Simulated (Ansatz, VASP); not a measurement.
One calculation of CdS, two programs

INCAR

```
PREC = Accurate ; ENCUT = 520
EDIFF = 1E-7 ; ISMEAR = -1
SIGMA = 0.05 ; LREAL = F
LASPH = T ; NELM = 60
ALGO = Normal ; ISIF = 2
LWAVE = F ; LCHARG = F
GGA = CA ; NBANDS = 16
```

File KPOINTS:

```
Automatic mesh
0
Gamma
  7 7 5
```

Contents of POSCAR:

```
CdS
1.0
    4.3447431501      0.0000000000      0.0000000000
   -2.1723715751      3.7626579410      0.0000000000
    0.0000000000      0.0000000000      5.9180091532
Cd S
1 1
Direct
    0.0000000000      0.0000000000      0.4426919200
    0.6666666667      0.3333333333      0.4343080800
```

File input.yaml:

```yaml
crystal:
  lattice:
    - [4.3447431501, 0.0, 0.0]
    - [-2.1723715751, 3.762657941, 0.0]
    - [0.0, 0.0, 5.9180091532]
  atoms:
    - { symbol: Cd, position: [0.0, 0.0, 0.44269192] }
    - { symbol: S, position: [0.6666666667, 0.3333333333, 0.43430808] }
kpoints:
  mp_grid: { grid: [7, 7, 5] }
scf:
  occupations: { method: fermi_dirac, width: 0.05 }
hamiltonian:
  xc: lda
  pseudopotentials: { kind: all_electron, lapw: { basis_error: 0.001 } }
output:
  forces: true
  stress: true
  eigenvalues: true
```

Change from the starting cell: volume scaled by 1.06.

Alike in both runs: task single point; functional LDA; k mesh 7 × 7 × 5; occupations fermi-dirac, width 0.05 eV; no spin polarisation.

```csv
,VASP,Ansatz
version,VASP 6.6.1,Ansatz 0.2.0
potentials or method,"VASP PAW LDA potentials, release 64 (Cd, S), cutoff 520 eV","all-electron LAPW, scalar-relativistic"
```

VASP gave:

- gap on the k mesh at the Fermi level (eV): 1.09
- least direct gap on the mesh (eV): 1.18
- pressure (GPa): -3.5
- traceless stress, the component that is largest in VASP (GPa): 3.37
- rms of the force components (eV/Å): 0.020

Task: What did Ansatz give for the same quantities?

Result: gap on the k mesh at the Fermi level (eV): 1.06; least direct gap on the mesh (eV): 1.15; pressure (GPa): -3.6; traceless stress, the component that is largest in VASP (GPa): 3.55; rms of the force components (eV/Å): 0.021.

LDA's correlation is that of Perdew and Zunger in VASP and of Perdew and Wang (1992) in Ansatz. Atom by atom the forces differ by 0.001 eV/Å (rms over components). Ansatz ran all-electron here, and VASP with PAW potentials.
